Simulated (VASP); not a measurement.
KBr (rock salt type):

```
K Br
1.0
     0.00000    3.35000    3.35000
     3.35000    0.00000    3.35000
     3.35000    3.35000    0.00000
K Br
1 1
Direct
  0.00000 0.00000 0.00000
  0.50000 0.50000 0.50000
```

Base run:

* Program: VASP 6.6.1
* Functional: PBE
* Potentials or basis: VASP PAW PBE potentials, release 64 (K_sv, Br)
* Cutoff: 520 eV
* k mesh: 6 × 6 × 6
* Occupations: fermi-dirac, width 0.02 eV
* Spin: no spin polarisation

Its results: band gap on the k mesh 4.32 eV; pressure 0.1 GPa.

**Question.** The run is repeated on the same cell with these changes: functional from PBE to r2SCAN. What comes out?

**Answer.** Band gap on the k mesh 4.95 eV; pressure -0.6 GPa.

Caveats: the PAW data sets were made with another functional, which shifts forces and pressure a little (at least some runs).

